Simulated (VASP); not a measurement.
# Pb (Fm-3m) in VASP: settings compared

Aim: see how the results for Pb move with the level of theory and the settings. Levels: PBE, r2SCAN. Tasks: single point.

Everything below comes from runs of VASP 6.6.1. Logs are shortened: lines on timing, memory, paths and dates and some standing lists are left out, and cuts for length are marked.

## (1) The cell of the first run

The structure is cubic, space group Fm-3m (No. 225). Conventional cell: a = 5.146 Å, b = 5.146 Å, c = 5.146 Å, α = 90.00°, β = 90.00°, γ = 90.00°. Within 4.8 Å of Pb (site symmetry m-3m) lie 12 Pb at 3.64 Å.

## (2) Single point, PBE

INCAR

```
SYSTEM = Pb
PREC = Accurate
ENCUT = 520
EDIFF = 1E-6
ISMEAR = -1
SIGMA = 0.06122561905347299
LREAL = .FALSE.
LASPH = .TRUE.
NELM = 80
ALGO = Normal
ISIF = 2
LWAVE = .FALSE.
LCHARG = .FALSE.
GGA = PE
NBANDS = 13
```

KPOINTS

```
regular mesh
0
G
  19 19 19
  0 0 0
```

POSCAR

```
Pb
1.0
    0.0000000000      2.5727675004      2.5727675004
    2.5727675004      0.0000000000      2.5727675004
    2.5727675004      2.5727675004      0.0000000000
Pb
1
Direct
    0.0000000000      0.0000000000      0.0000000000
```

Potentials or basis: VASP PAW PBE potentials, release 64 (Pb_d).

Run with:

```sh
$ cat potpaw_PBE.64/Pb_d/POTCAR > POTCAR
$ mpirun -np 1 vasp_std > vasp.out
```

OUTCAR:

```text
SYSTEM = Pb
   PREC = Accurate
   ENCUT = 520
   EDIFF = 1E-6
   ISMEAR = -1
   LREAL = .FALSE.
   LASPH = .TRUE.
   NELM = 80
   ISIF = 2
   GGA = PE

 ion  position               nearest neighbor table
   1  0.000  0.000  0.000-

  LATTYP: Found a face centered cubic cell.
 ALAT       =     5.1455350008

  Lattice vectors:

 A1 = (   0.0000000000,   2.5727675004,   2.5727675004)
 A2 = (   2.5727675004,   0.0000000000,   2.5727675004)
 A3 = (   2.5727675004,   2.5727675004,   0.0000000000)

Analysis of symmetry for initial positions (statically):
=====================================================================
 Subroutine PRICEL returns:
 Original cell was already a primitive cell.

 Routine SETGRP: Setting up the symmetry group for a
 face centered cubic supercell.

 Subroutine GETGRP returns: Found 48 space group operations
 (whereof 48 operations were pure point group operations)
 out of a pool of 48 trial point group operations.

The static configuration has the point symmetry O_h .

Analysis of symmetry for dynamics (positions and initial velocities):
=====================================================================
 Subroutine PRICEL returns:
 Original cell was already a primitive cell.

 Routine SETGRP: Setting up the symmetry group for a
 face centered cubic supercell.

 Subroutine GETGRP returns: Found 48 space group operations
 (whereof 48 operations were pure point group operations)
 out of a pool of 48 trial point group operations.

The dynamic configuration has the point symmetry O_h .

 Subroutine INISYM returns: Found 48 space group operations
 (whereof 48 operations are pure point group operations),
 and found     1 'primitive' translations

----------------------------------------------------------------------------------------

                                     Primitive cell

  volume of cell :      34.0590

  direct lattice vectors                    reciprocal lattice vectors
     0.000000000  2.572767500  2.572767500    -0.194343251  0.194343251  0.194343251
     2.572767500  0.000000000  2.572767500     0.194343251 -0.194343251  0.194343251
     2.572767500  2.572767500  0.000000000     0.194343251  0.194343251 -0.194343251

  length of vectors
     3.638442692  3.638442692  3.638442692     0.336612385  0.336612385  0.336612385

  position of ions in fractional coordinates (direct lattice)
     0.000000000  0.000000000  0.000000000

  ion indices of the primitive-cell ions
   primitive index   ion index
                 1           1

----------------------------------------------------------------------------------------

 KPOINTS: regular mesh

Automatic generation of k-mesh.
 Grid dimensions read from file:
 generate k-points for:   19   19   19

 Generating k-lattice:

  Cartesian coordinates                     Fractional coordinates (reciprocal lattice)
    -0.010228592  0.010228592  0.010228592     0.052631579  0.000000000  0.000000000
     0.010228592 -0.010228592  0.010228592     0.000000000  0.052631579  0.000000000
     0.010228592  0.010228592 -0.010228592     0.000000000  0.000000000  0.052631579

  Length of vectors
     0.017716441  0.017716441  0.017716441

  Shift w.r.t. Gamma in fractional coordinates (k-lattice)
     0.000000000  0.000000000  0.000000000

 Subroutine IBZKPT returns following result:
 ===========================================

 Found    220 irreducible k-points:

 Following reciprocal coordinates:
            Coordinates               Weight
  0.000000  0.000000  0.000000      1.000000
  0.052632  0.000000  0.000000      8.000000
  0.105263  0.000000  0.000000      8.000000
  0.157895  0.000000  0.000000      8.000000
  0.210526  0.000000  0.000000      8.000000
  0.263158  0.000000  0.000000      8.000000
[... 16 lines left out ...]
 -0.315789  0.052632  0.000000     24.000000
 -0.263158  0.052632  0.000000     24.000000
 [... further k-points ...]
   k-points           NKPTS =    220   k-points in BZ     NKDIM =    220   number of bands    NBANDS=     13
   number of dos      NEDOS =    301   number of ions     NIONS =      1
   total plane-waves  NPLWV =  21952
   dimension x,y,z NGX =    28 NGY =   28 NGZ =   28
   dimension x,y,z NGXF=    56 NGYF=   56 NGZF=   56
   ions per type =               1
   NGX,Y,Z   is equivalent  to a cutoff of  12.79, 12.79, 12.79 a.u.
   NGXF,Y,Z  is equivalent  to a cutoff of  25.59, 25.59, 25.59 a.u.
 SYSTEM =  Pb
   PREC   = accura    normal or accurate (medium, high low for compatibility)
   ISTART =      0    job   : 0-new  1-cont  2-samecut
   ICHARG =      2    charge: 1-file 2-atom 10-const
   ISPIN  =      1    spin polarized calculation?
   LNONCOLLINEAR =      F non collinear calculations
   LSORBIT =      F    spin-orbit coupling
   LASPH  =      T    aspherical Exc in radial PAW
   ENCUT  =  520.0 eV  38.22 Ry    6.18 a.u.   6.77  6.77  6.77*2*pi/ulx,y,z
   NELM   =     80;   NELMIN=  2; NELMDL= -5     # of ELM steps
   EDIFF  = 0.1E-05   stopping-criterion for ELM
   LREAL  =      F    real-space projection
[... 7 lines left out ...]
   TEBEG  =    0.0;   TEEND  =   0.0 temperature during run
   PSTRESS=    0.0 pullay stress
   NELECT =      14.0000    total number of electrons
   NUPDOWN=      -1.0000    fix difference up-down
   EMIN   =  10.00;   EMAX   =-10.00  energy-range for DOS
   EFERMI =   0.00;   METHOD = LEGACY
   ISMEAR =    -1;   SIGMA  =   0.06  broadening in eV -4-tet -1-fermi 0-gaus
   EFERMI_NEDOS =   21; number of points for ismear=-14 and -15
   IALGO  =     38    algorithm
   IMIX   =      4    mixing-type and parameters
     AMIX     =   0.40;   BMIX     =  1.00
     AMIX_MAG =   1.60;   BMIX_MAG =  1.00
  volume/ion in A,a.u.               =      34.06       229.84
  Fermi-wavevector in a.u.,A,eV,Ry     =   1.217233  2.300236 20.159149  1.481656
  Thomas-Fermi vector in A             =   2.352560
   LORBIT       =      0    0 simple, 1 ext, 2 COOP (PROOUT), +10 PAW based schemes
   GGA     = PE    functional components
   LHFCALC =     F    Hartree Fock is set to
   AEXX    =    0.0000 exact exchange contribution
   IVDW    =     0    specifies the selected vdW correction
   LEPSILON=     F    determine dielectric tensor
   LRPA    =     F    only Hartree local field effects (RPA)
 non-spin polarized calculation
  energy-cutoff  :      520.00
  volume of cell :       34.06
 maximum number of plane-waves:       941
   NGX = 13   NGY = 13   NGZ = 13

 number of electron      13.9999997 magnetization

 Free energy of the ion-electron system (eV)
  ---------------------------------------------------
  ext. energy  EPLUGINS =         0.00000000
  ---------------------------------------------------
  free energy    TOTEN  =        -3.55393892 eV

  energy without entropy =       -3.54772445  energy(sigma->0) =       -3.55083168

 E-fermi :   6.0832     XC(G=0):  -9.6398

 val. band max:        6.0576059130   @ k =   0.3684   0.3158   0.0526
 cond. band min:       6.1114293683   @ k =  -0.3684   0.3158   0.1053
 fundamental gap:      0.0538234554
 Fermi energy:         6.0831978984

 k-point     1 :       0.0000    0.0000    0.0000
  band No.  band energies     occupation
      1     -10.9595      2.00000
      2     -10.9595      2.00000
      3     -10.9595      2.00000
      4     -10.8627      2.00000
      5     -10.8627      2.00000
      6      -4.9716      2.00000
      7      12.5820      0.00000
      8      12.5820      0.00000
      9      12.5820      0.00000
     10      15.7160      0.00000
     11      15.9429      0.00000
     12      17.7213      0.00000
     13      17.7213      0.00000

 k-point     2 :       0.0526    0.0000    0.0000
  band No.  band energies     occupation
      1     -10.9594      2.00000
      2     -10.9566      2.00000
      3     -10.9566      2.00000
      4     -10.8628      2.00000
      5     -10.8628      2.00000
      6      -4.9246      2.00000
      7      11.9432      0.00000
      8      12.5229      0.00000
      9      12.5229      0.00000
     10      15.4973      0.00000
     11      16.3327      0.00000
     12      17.8278      0.00000
     13      17.8278      0.00000

 k-point     3 :       0.1053    0.0000    0.0000
  band No.  band energies     occupation
      1     -10.9591      2.00000
      2     -10.9489      2.00000
      3     -10.9489      2.00000
      4     -10.8626      2.00000
      5     -10.8626      2.00000
      6      -4.7838      2.00000
      7      10.6235      0.00000
      8      12.3615      0.00000
      9      12.3615      0.00000
     10      15.1439      0.00000
     11      17.0649      0.00000
     12      18.1126      0.00000
     13      18.1126      0.00000
[... 305 lines left out ...]
 k-point    23 :      -0.3158    0.0526    0.0000
  band No.  band energies     occupation
      1     -10.9618      2.00000
      2     -10.9398      2.00000
      3     -10.9374      2.00000
      4     -10.8146      2.00000
      5     -10.7961      2.00000
      6      -3.1385      2.00000
      7       4.6510      2.00000
      8      10.5659      0.00000
      9      11.5686      0.00000
     10      14.7589      0.00000
     11      15.7193      0.00000
     12      16.9190      0.00000
     13      18.0546      0.00000

 k-point    24 :      -0.2632    0.0526    0.0000
  band No.  band energies     occupation
      1     -10.9608      2.00000
      2     -10.9345      2.00000
      3     -10.9327      2.00000
      4     -10.8371      2.00000
      5     -10.8147      2.00000
      6      -3.6291      2.00000
      7       5.8767      1.93369
      8      10.7273      0.00000
      9      11.8637      0.00000
     10      14.8072      0.00000
     11      16.2239      0.00000
     12      17.1792      0.00000
     13      18.4999      0.00000

 [... further k-points ...]

------------------------ aborting loop because EDIFF is reached ----------------------------------------

  FORCE on cell =-STRESS in cart. coord.  units (eV):
  Direction    XX          YY          ZZ          XY          YZ          ZX
  --------------------------------------------------------------------------------------
  -------------------------------------------------------------------------------------
  Total       -0.4589714     -0.4589714     -0.4589714      0.0000000     -0.0000000     -0.0000000
  in kB      -21.5905961    -21.5905961    -21.5905961      0.0000000     -0.0000000     -0.0000000
  external PRESSURE =     -21.5905961 kB  Pullay stress =       0.0000000 kB

 VOLUME and BASIS-vectors are now :
 -----------------------------------------------------------------------------
  energy-cutoff  :      520.00
  volume of cell :       34.06
      direct lattice vectors                 reciprocal lattice vectors
     0.000000000  2.572767500  2.572767500    -0.194343251  0.194343251  0.194343251
     2.572767500  0.000000000  2.572767500     0.194343251 -0.194343251  0.194343251
     2.572767500  2.572767500  0.000000000     0.194343251  0.194343251 -0.194343251

 POSITION                                       TOTAL-FORCE (eV/Angst)
 -----------------------------------------------------------------------------------
      0.00000      0.00000      0.00000         0.000000      0.000000      0.000000
 -----------------------------------------------------------------------------------
    total drift:                               -0.000000     -0.000000     -0.000000

  FREE ENERGIE OF THE ION-ELECTRON SYSTEM (eV)
  ---------------------------------------------------
  free  energy   TOTEN  =        -3.5539389158 eV

  energy  without entropy=       -3.5477244466  energy(sigma->0) =       -3.55083168
```

It took 62 s on 1 thread of Intel Xeon 6975P-C (Granite Rapids), shared host; peak memory 0.22 GiB.

Results:

- Free energy: -3.5539 eV
- Pressure: -2.2 GPa
- Band gap on the k mesh: zero (bands 7 and 8 overlap by 7.96 eV)

Caveat: spin-orbit coupling is left out, which moves the levels of the heavy elements.

## (3) Single point, r2SCAN

This run uses another cell than the first one, of 29.56 Å³/atom.

POSCAR

```
Pb
1.0
    0.0000000000      2.4541128439      2.4541128439
    2.4541128439      0.0000000000      2.4541128439
    2.4541128439      2.4541128439      0.0000000000
Pb
1
Direct
    0.0000000000      0.0000000000      0.0000000000
```

INCAR.step1

```
SYSTEM = Pb
PREC = Accurate
ENCUT = 520
ISMEAR = -1
SIGMA = 0.1
LREAL = .FALSE.
LASPH = .TRUE.
NELM = 60
NBANDS = 13
GGA = PE
ALGO = Normal
EDIFF = 1E-4
LWAVE = .TRUE.
LCHARG = .FALSE.
```

INCAR.step2

```
SYSTEM = Pb
PREC = Accurate
ENCUT = 520
EDIFF = 1E-6
ISMEAR = -1
SIGMA = 0.1
LREAL = .FALSE.
LASPH = .TRUE.
NELM = 60
ALGO = Normal
ISIF = 2
LWAVE = .FALSE.
LCHARG = .TRUE.
METAGGA = R2SCAN
LMIXTAU = .TRUE.
LELF = .TRUE.
LVHAR = .TRUE.
NBANDS = 13
ISTART = 1
```

KPOINTS

```
regular mesh
0
G
  12 12 12
  0 0 0
```

Potentials or basis: VASP PAW PBE potentials, release 64 (Pb_d).

Run with:

```sh
$ cat potpaw_PBE.64/Pb_d/POTCAR > POTCAR
$ cp INCAR.step1 INCAR
$ mpirun -np 1 vasp_std > vasp.out
$ cp INCAR.step2 INCAR
$ mpirun -np 1 vasp_std > vasp.out
```

OUTCAR:

```text
SYSTEM = Pb
   PREC = Accurate
   ENCUT = 520
   EDIFF = 1E-6
   ISMEAR = -1
   LREAL = .FALSE.
   LASPH = .TRUE.
   NELM = 60
   ISIF = 2
   METAGGA = R2SCAN
   ISTART = 1

 ion  position               nearest neighbor table
   1  0.000  0.000  0.000-

  LATTYP: Found a face centered cubic cell.
 ALAT       =     4.9082256878

  Lattice vectors:

 A1 = (   0.0000000000,   2.4541128439,   2.4541128439)
 A2 = (   2.4541128439,   0.0000000000,   2.4541128439)
 A3 = (   2.4541128439,   2.4541128439,   0.0000000000)

Analysis of symmetry for initial positions (statically):
=====================================================================
 Subroutine PRICEL returns:
 Original cell was already a primitive cell.

 Routine SETGRP: Setting up the symmetry group for a
 face centered cubic supercell.

 Subroutine GETGRP returns: Found 48 space group operations
 (whereof 48 operations were pure point group operations)
 out of a pool of 48 trial point group operations.

The static configuration has the point symmetry O_h .

Analysis of symmetry for dynamics (positions and initial velocities):
[... 166 lines left out ...]
      1     -10.2277      2.00000
      2     -10.2277      2.00000
      3     -10.2277      2.00000
      4     -10.0681      2.00000
      5     -10.0681      2.00000
      6      -4.9641      2.00000
      7      15.4650      0.00000
      8      15.4650      0.00000
      9      15.4650      0.00000
     10      17.9468      0.00000
     11      20.1639      0.00000
     12      20.8148      0.00000
     13      20.8148      0.00000
[... 354 lines left out ...]
  band No.  band energies     occupation
      1     -10.2537      2.00000
      2     -10.1897      2.00000
      3     -10.1471      2.00000
      4      -9.9742      2.00000
      5      -9.9325      2.00000
      6      -0.6834      2.00000
      7       3.7132      2.00000
      8       9.9087      0.00000
      9      12.5782      0.00000
     10      15.9946      0.00000
     11      20.3384      0.00000
     12      21.0608      0.00000
     13      23.6750      0.00000

 [... further k-points ...]

------------------------ aborting loop because EDIFF is reached ----------------------------------------

  FORCE on cell =-STRESS in cart. coord.  units (eV):
  Direction    XX          YY          ZZ          XY          YZ          ZX
  --------------------------------------------------------------------------------------
  -------------------------------------------------------------------------------------
  Total        0.5226568      0.5226568      0.5226568      0.0000000      0.0000000     -0.0000000
  in kB       28.3278474     28.3278474     28.3278474      0.0000000      0.0000000     -0.0000000
  external PRESSURE =      28.3278474 kB  Pullay stress =       0.0000000 kB

 VOLUME and BASIS-vectors are now :
 -----------------------------------------------------------------------------
  energy-cutoff  :      520.00
  volume of cell :       29.56
      direct lattice vectors                 reciprocal lattice vectors
     0.000000000  2.454112844  2.454112844    -0.203739613  0.203739613  0.203739613
     2.454112844  0.000000000  2.454112844     0.203739613 -0.203739613  0.203739613
     2.454112844  2.454112844  0.000000000     0.203739613  0.203739613 -0.203739613

 POSITION                                       TOTAL-FORCE (eV/Angst)
 -----------------------------------------------------------------------------------
      0.00000      0.00000      0.00000         0.000000      0.000000      0.000000
 -----------------------------------------------------------------------------------
    total drift:                               -0.000000     -0.000000     -0.000000

  FREE ENERGIE OF THE ION-ELECTRON SYSTEM (eV)
  ---------------------------------------------------
  free  energy   TOTEN  =       -56.2653156804 eV

  energy  without entropy=      -56.2408002614  energy(sigma->0) =      -56.25305797
```

OSZICAR.step1:

```text
N       E                     dE             d eps       ncg     rms          rms(c)
DAV:   1     0.105989250811E+03    0.10599E+03   -0.71469E+03  1900   0.127E+03
DAV:   2     0.152450515727E+01   -0.10446E+03   -0.10135E+03  1957   0.311E+02
DAV:   3    -0.343453839956E+01   -0.49590E+01   -0.49400E+01  2404   0.725E+01
DAV:   4    -0.354407367573E+01   -0.10954E+00   -0.10951E+00  2271   0.115E+01
DAV:   5    -0.354891187222E+01   -0.48382E-02   -0.48380E-02  2629   0.222E+00    0.550E-01
DAV:   6    -0.353911199834E+01    0.97999E-02   -0.12821E-02  2413   0.204E+00    0.270E-01
DAV:   7    -0.353665411115E+01    0.24579E-02   -0.56024E-03  2467   0.125E+00    0.867E-02
DAV:   8    -0.353656391925E+01    0.90192E-04   -0.40004E-04  2377   0.318E-01
   1 F= -.35365639E+01 E0= -.35240031E+01  d E =-.251217E-01
```

Run time: 3.1 min. Hardware: 1 thread of Intel Xeon 8259CL, shared host; peak memory 0.18 GiB.

Results:

| Item | Value |
| --- | --- |
| Free energy | -56.2653 eV |
| Pressure | 2.8 GPa |
| Band gap on the k mesh | zero (bands 7 and 8 overlap by 9.65 eV) |

Caveat: the PAW data sets were made with another functional, which shifts forces and pressure a little; spin-orbit coupling is left out, which moves the levels of the heavy elements.

The gap in the log of VASP goes by the Fermi energy; the results here count the filled bands.